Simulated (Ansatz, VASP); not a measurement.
Two plane-wave programs on Sb

File INCAR:

```
PREC = Accurate
ENCUT = 520
EDIFF = 1E-6
ISMEAR = 0
SIGMA = 0.15
LREAL = False
LASPH = True
NELM = 100
ALGO = Normal
ISIF = 2
LWAVE = False
LCHARG = False
GGA = PS
NBANDS = 12
```

Contents of KPOINTS:

```
Automatic mesh
0
Gamma
  18 18 10
```

Contents of POSCAR:

```
Sb
1.0
    3.1703505502      0.0000000000      0.0000000000
   -1.5851752751      2.7456041154      0.0000000000
    0.0000000000      0.0000000000      6.0188664407
Sb
2
Direct
    0.3333333333      0.6666666667      0.2500000000
    0.6666666667      0.3333333333      0.7500000000
```

Input for Ansatz:

```yaml
crystal:
  lattice:
    - [3.1703505502, 0.0, 0.0]
    - [-1.5851752751, 2.7456041154, 0.0]
    - [0.0, 0.0, 6.0188664407]
  atoms:
    - { symbol: Sb, position: [0.3333333333, 0.6666666667, 0.25] }
    - { symbol: Sb, position: [0.6666666667, 0.3333333333, 0.75] }
basis:
  ecutwfc: 420
kpoints:
  mp_grid: { grid: [18, 18, 10] }
hamiltonian:
  xc: pbesol
scf:
  occupations: { method: gaussian, width: 0.15 }
output:
  forces: true
  stress: true
  eigenvalues: true
```

Alike in both runs: task single point; functional PBEsol; k mesh 18 × 18 × 10; occupations gaussian, width 0.15 eV; no spin polarisation.

|  | VASP | Ansatz |
| --- | --- | --- |
| version | VASP 6.6.1 | Ansatz 0.2.0 |
| potentials or method | VASP PAW PBE potentials, release 64 (Sb), cutoff 520 eV | scalar-relativistic, plane waves, PAW |
| valence electrons in the cell | 10 | 30 |

Ansatz gave:

| Quantity | Value |
| --- | --- |
| gap on the k mesh at the Fermi level (eV) | none |
| pressure (GPa) | 1.9 |
| traceless stress, the component that is largest in VASP (GPa) | -5.13 |

Task: What did VASP give for the same quantities?

Result: gap on the k mesh at the Fermi level (eV): none; pressure (GPa): 1.9; traceless stress, the component that is largest in VASP (GPa): -5.19.

VASP's potentials were made for PBE, not for PBEsol. A gap of «none» marks a metal or a gap that the smearing closes. With one functional, cell and mesh, what is left measures potentials, basis and numerics. VASP's potentials hold 10 valence electrons a cell and Ansatz's 30, so a difference there can come from the potentials and not from the codes.

Spin-orbit coupling is off throughout.
